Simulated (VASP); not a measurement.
# Ge (Fd-3m) in VASP: a series of runs

Ge is run at these levels: PBE; tasks: single point.

Program: VASP 6.6.1. These are calculated values, not measurements. Logs are shortened: lines on timing, memory, paths and dates and some standing lists are left out, and cuts for length are marked.

**1. The cell of the first run**

Symmetry: Fd-3m, No. 227, cubic system. The conventional cell has a = 5.674 Å, b = 5.674 Å, c = 5.674 Å, α = 90.00°, β = 90.00°, γ = 90.00°. Within 3.2 Å of Ge (site symmetry -43m) lie 4 Ge at 2.46 Å.

**2. Single point, PBE**

File INCAR:

```
SYSTEM = Ge
  ALGO = Normal
  EDIFF = 1E-6
  ENCUT = 500
  GGA = PE
  GGA_COMPAT = .False.
  ISIF = 2
  ISMEAR = 0
  LASPH = .True.
  LCHARG = .False.
  LREAL = .False.
  LWAVE = .False.
  NBANDS = 21
  NELM = 120
  PREC = Accurate
  SIGMA = 0.01
```

File KPOINTS:

```
k-points
0
Gamma
  6 6 6
  0 0 0
```

File POSCAR:

```
Ge
1.0
    0.0000000000      2.8368735121      2.8368735121
    2.8368735121      0.0000000000      2.8368735121
    2.8368735121      2.8368735121      0.0000000000
Ge
2
Direct
    0.0000000000      0.0000000000      0.0000000000
    0.2500000000      0.2500000000      0.2500000000
```

Potentials or basis: VASP PAW PBE potentials, release 64 (Ge_d).

The run is started by

```
> cat potpaw_PBE.64/Ge_d/POTCAR > POTCAR
> mpirun -np 1 vasp_std > vasp.out
```

OUTCAR:

```text
SYSTEM = Ge
   EDIFF = 1E-6
   ENCUT = 500
   GGA = PE
   ISIF = 2
   ISMEAR = 0
   LASPH = .True.
   LREAL = .False.
   NELM = 120
   PREC = Accurate

 ion  position               nearest neighbor table
   1  0.000  0.000  0.000-   2 2.46   2 2.46   2 2.46   2 2.46
   2  0.250  0.250  0.250-   1 2.46   1 2.46   1 2.46   1 2.46

  LATTYP: Found a face centered cubic cell.
 ALAT       =     5.6737470242

  Lattice vectors:

 A1 = (   0.0000000000,   2.8368735121,   2.8368735121)
 A2 = (   2.8368735121,   0.0000000000,   2.8368735121)
 A3 = (   2.8368735121,   2.8368735121,   0.0000000000)

Analysis of symmetry for initial positions (statically):
=====================================================================
 Subroutine PRICEL returns:
 Original cell was already a primitive cell.

 Routine SETGRP: Setting up the symmetry group for a
 face centered cubic supercell.

 Subroutine GETGRP returns: Found 48 space group operations
 (whereof 24 operations were pure point group operations)
 out of a pool of 48 trial point group operations.

The static configuration has the point symmetry T_d .
 The point group associated with its full space group is O_h .

Analysis of symmetry for dynamics (positions and initial velocities):
=====================================================================
 Subroutine PRICEL returns:
 Original cell was already a primitive cell.

 Routine SETGRP: Setting up the symmetry group for a
 face centered cubic supercell.

 Subroutine GETGRP returns: Found 48 space group operations
 (whereof 24 operations were pure point group operations)
 out of a pool of 48 trial point group operations.

The dynamic configuration has the point symmetry T_d .
 The point group associated with its full space group is O_h .

 Subroutine INISYM returns: Found 48 space group operations
 (whereof 24 operations are pure point group operations),
 and found     1 'primitive' translations

----------------------------------------------------------------------------------------

                                     Primitive cell

  volume of cell :      45.6615

  direct lattice vectors                    reciprocal lattice vectors
     0.000000000  2.836873512  2.836873512    -0.176250368  0.176250368  0.176250368
     2.836873512  0.000000000  2.836873512     0.176250368 -0.176250368  0.176250368
     2.836873512  2.836873512  0.000000000     0.176250368  0.176250368 -0.176250368

  length of vectors
     4.011944996  4.011944996  4.011944996     0.305274592  0.305274592  0.305274592

  position of ions in fractional coordinates (direct lattice)
     0.000000000  0.000000000  0.000000000
     0.250000000  0.250000000  0.250000000

  ion indices of the primitive-cell ions
   primitive index   ion index
                 1           1
                 2           2

----------------------------------------------------------------------------------------

 KPOINTS: k-points

Automatic generation of k-mesh.
 Grid dimensions read from file:
 generate k-points for:    6    6    6

 Generating k-lattice:

  Cartesian coordinates                     Fractional coordinates (reciprocal lattice)
    -0.029375061  0.029375061  0.029375061     0.166666667  0.000000000  0.000000000
     0.029375061 -0.029375061  0.029375061     0.000000000  0.166666667  0.000000000
     0.029375061  0.029375061 -0.029375061     0.000000000  0.000000000  0.166666667

  Length of vectors
     0.050879099  0.050879099  0.050879099

  Shift w.r.t. Gamma in fractional coordinates (k-lattice)
     0.000000000  0.000000000  0.000000000

 Subroutine IBZKPT returns following result:
 ===========================================

 Found     16 irreducible k-points:

 Following reciprocal coordinates:
            Coordinates               Weight
  0.000000  0.000000  0.000000      1.000000
  0.166667  0.000000  0.000000      8.000000
  0.333333  0.000000  0.000000      8.000000
  0.500000  0.000000  0.000000      4.000000
  0.166667  0.166667  0.000000      6.000000
  0.333333  0.166667  0.000000     24.000000
[... 8 lines left out ...]
 -0.333333  0.333333  0.166667     24.000000
 -0.333333  0.500000  0.166667     12.000000
   k-points           NKPTS =     16   k-points in BZ     NKDIM =     16   number of bands    NBANDS=     21
   number of dos      NEDOS =    301   number of ions     NIONS =      2
   total plane-waves  NPLWV =  27000
   dimension x,y,z NGX =    30 NGY =   30 NGZ =   30
   dimension x,y,z NGXF=    60 NGYF=   60 NGZF=   60
   ions per type =               2
   NGX,Y,Z   is equivalent  to a cutoff of  12.43, 12.43, 12.43 a.u.
   NGXF,Y,Z  is equivalent  to a cutoff of  24.86, 24.86, 24.86 a.u.
 SYSTEM =  Ge
   PREC   = accura    normal or accurate (medium, high low for compatibility)
   ISTART =      0    job   : 0-new  1-cont  2-samecut
   ICHARG =      2    charge: 1-file 2-atom 10-const
   ISPIN  =      1    spin polarized calculation?
   LNONCOLLINEAR =      F non collinear calculations
   LSORBIT =      F    spin-orbit coupling
   LASPH  =      T    aspherical Exc in radial PAW
   ENCUT  =  500.0 eV  36.75 Ry    6.06 a.u.   7.31  7.31  7.31*2*pi/ulx,y,z
   NELM   =    120;   NELMIN=  2; NELMDL= -5     # of ELM steps
   EDIFF  = 0.1E-05   stopping-criterion for ELM
   LREAL  =      F    real-space projection
   EDIFFG = 0.1E-04   stopping-criterion for IOM
   NSW    =      0    number of steps for IOM
   IBRION =     -1    ionic relax: 0-MD 1-quasi-New 2-CG
   NFREE  =      0    steps in history (QN), initial steepest desc. (CG)
   ISIF   =      2    stress and relaxation
   ISYM   =      2    0-nonsym 1-usesym 2-fastsym
   POTIM  = 0.5000    time-step for ionic-motion
   TEBEG  =    0.0;   TEEND  =   0.0 temperature during run
   PSTRESS=    0.0 pullay stress
   NELECT =      28.0000    total number of electrons
   NUPDOWN=      -1.0000    fix difference up-down
   EMIN   =  10.00;   EMAX   =-10.00  energy-range for DOS
   EFERMI =   0.00;   METHOD = LEGACY
   ISMEAR =     0;   SIGMA  =   0.01  broadening in eV -4-tet -1-fermi 0-gaus
   EFERMI_NEDOS =   21; number of points for ismear=-14 and -15
   IALGO  =     38    algorithm
   IMIX   =      4    mixing-type and parameters
     AMIX     =   0.40;   BMIX     =  1.00
     AMIX_MAG =   1.60;   BMIX_MAG =  1.00
  volume/ion in A,a.u.               =      22.83       154.07
  Fermi-wavevector in a.u.,A,eV,Ry     =   1.390841  2.628309 26.319643  1.934439
  Thomas-Fermi vector in A             =   2.514738
   LORBIT       =      0    0 simple, 1 ext, 2 COOP (PROOUT), +10 PAW based schemes
   GGA     = PE    functional components
   LHFCALC =     F    Hartree Fock is set to
   AEXX    =    0.0000 exact exchange contribution
   IVDW    =     0    specifies the selected vdW correction
   LEPSILON=     F    determine dielectric tensor
   LRPA    =     F    only Hartree local field effects (RPA)
 non-spin polarized calculation
 Gauss-broadening in eV      SIGMA  =   0.01
  energy-cutoff  :      500.00
  volume of cell :       45.66
 maximum number of plane-waves:      1211
 NGX is ok and might be reduce to    30
   NGX = 15   NGY = 15   NGZ = 15

 number of electron      28.0000015 magnetization

 Free energy of the ion-electron system (eV)
  ---------------------------------------------------
  ext. energy  EPLUGINS =         0.00000000
  ---------------------------------------------------
  free energy    TOTEN  =        -8.97234769 eV

  energy without entropy =       -8.97227627  energy(sigma->0) =       -8.97231198

 E-fermi :   4.9236     XC(G=0):  -9.8770

 val. band max:        4.9205060231   @ k =   0.0000   0.0000   0.0000
 cond. band min:       5.0786226853   @ k =   0.5000   0.0000   0.0000
 fundamental gap:      0.1581166622
 Fermi energy:         4.9235510692

 k-point     1 :       0.0000    0.0000    0.0000
  band No.  band energies     occupation
      1     -19.8785      2.00000
      2     -19.8785      2.00000
      3     -19.8785      2.00000
      4     -19.8430      2.00000
      5     -19.8430      2.00000
      6     -19.6370      2.00000
[... 13 lines left out ...]
     20      14.3752      0.00000
     21      14.3752      0.00000

 k-point     2 :       0.1667    0.0000    0.0000
  band No.  band energies     occupation
      1     -19.8901      2.00000
      2     -19.8901      2.00000
      3     -19.8742      2.00000
      4     -19.8261      2.00000
      5     -19.8261      2.00000
      6     -19.6537      2.00000
[... 13 lines left out ...]
     20      13.2575      0.00000
     21      13.2575      0.00000

 k-point     3 :       0.3333    0.0000    0.0000
  band No.  band energies     occupation
      1     -19.9000      2.00000
      2     -19.9000      2.00000
      3     -19.8656      2.00000
      4     -19.8074      2.00000
      5     -19.8074      2.00000
      6     -19.6677      2.00000
[... 13 lines left out ...]
     20      13.8720      0.00000
     21      13.8720      0.00000

 k-point     4 :       0.5000    0.0000    0.0000
  band No.  band energies     occupation
      1     -19.9024      2.00000
      2     -19.9024      2.00000
      3     -19.8612      2.00000
      4     -19.8021      2.00000
      5     -19.8021      2.00000
      6     -19.6709      2.00000
[... 13 lines left out ...]
     20      15.9084      0.00000
     21      16.0973      0.00000

 k-point     5 :       0.1667    0.1667    0.0000
  band No.  band energies     occupation
      1     -19.8878      2.00000
      2     -19.8878      2.00000
      3     -19.8872      2.00000
      4     -19.8277      2.00000
      5     -19.8065      2.00000
      6     -19.6867      2.00000
[... 13 lines left out ...]
     20      13.2964      0.00000
     21      14.8454      0.00000
[... 190 lines left out ...]
     20      16.4478      0.00000
     21      17.7144      0.00000

 k-point    14 :       0.5000    0.3333    0.1667
  band No.  band energies     occupation
      1     -19.9169      2.00000
      2     -19.9139      2.00000
      3     -19.8402      2.00000
      4     -19.7875      2.00000
      5     -19.7540      2.00000
      6     -19.7380      2.00000
[... 13 lines left out ...]
     20      14.8235      0.00000
     21      17.2642      0.00000

 k-point    15 :      -0.3333    0.3333    0.1667
  band No.  band energies     occupation
      1     -19.9268      2.00000
      2     -19.9167      2.00000
      3     -19.8186      2.00000
      4     -19.7698      2.00000
      5     -19.7478      2.00000
      6     -19.7398      2.00000
[... 13 lines left out ...]
     20      16.6647      0.00000
     21      16.7776      0.00000

 k-point    16 :      -0.3333    0.5000    0.1667
  band No.  band energies     occupation
      1     -19.9223      2.00000
      2     -19.9223      2.00000
      3     -19.7988      2.00000
      4     -19.7988      2.00000
      5     -19.7345      2.00000
      6     -19.7345      2.00000
[... 13 lines left out ...]
     20      15.8991      0.00000
     21      17.8065      0.00000

------------------------ aborting loop because EDIFF is reached ----------------------------------------

  FORCE on cell =-STRESS in cart. coord.  units (eV):
  Direction    XX          YY          ZZ          XY          YZ          ZX
  --------------------------------------------------------------------------------------
  -------------------------------------------------------------------------------------
  Total        0.8504085      0.8504085      0.8504085      0.0000000      0.0000000      0.0000000
  in kB       29.8392758     29.8392758     29.8392758      0.0000000      0.0000000      0.0000000
  external PRESSURE =      29.8392758 kB  Pullay stress =       0.0000000 kB

 VOLUME and BASIS-vectors are now :
 -----------------------------------------------------------------------------
  energy-cutoff  :      500.00
  volume of cell :       45.66
      direct lattice vectors                 reciprocal lattice vectors
     0.000000000  2.836873512  2.836873512    -0.176250368  0.176250368  0.176250368
     2.836873512  0.000000000  2.836873512     0.176250368 -0.176250368  0.176250368
     2.836873512  2.836873512  0.000000000     0.176250368  0.176250368 -0.176250368

 POSITION                                       TOTAL-FORCE (eV/Angst)
 -----------------------------------------------------------------------------------
      0.00000      0.00000      0.00000         0.000000      0.000000      0.000000
      1.41844      1.41844      1.41844        -0.000000     -0.000000     -0.000000
 -----------------------------------------------------------------------------------
    total drift:                                0.000000      0.000000      0.000000

  FREE ENERGIE OF THE ION-ELECTRON SYSTEM (eV)
  ---------------------------------------------------
  free  energy   TOTEN  =        -8.9723476851 eV

  energy  without entropy=       -8.9722762673  energy(sigma->0) =       -8.97231198
```

It took 31 s on 1 thread of Intel Xeon 8259CL, shared host; peak memory 0.16 GiB.

Results:

```
Free energy            : -8.9723 eV
Pressure               : 3.0 GPa
Band gap on the k mesh : zero (filled and empty bands touch)
```

Levels at points of the mesh, in eV from the Fermi level:
| k point | band 10 | band 11 | band 12 | band 13 | band 14 | band 15 | band 16 | band 17 | band 18 | band 19 |
| --- | --- | --- | --- | --- | --- | --- | --- | --- | --- | --- |
| (0.00, 0.00, 0.00) | -24.55 | -12.71 | -0.04 | 0.00 | 0.00 | 0.00 | 2.54 | 2.54 | 2.54 | 6.40 |
| (0.50, 0.00, 0.00) | -24.52 | -10.64 | -7.56 | -1.40 | -1.40 | 0.16 | 3.74 | 3.74 | 7.13 | 10.52 |
| (0.50, 0.50, 0.00) | -24.51 | -8.86 | -8.86 | -3.05 | -3.05 | 0.76 | 0.76 | 9.44 | 9.44 | 11.52 |

(Continued in part 2 of 2.)
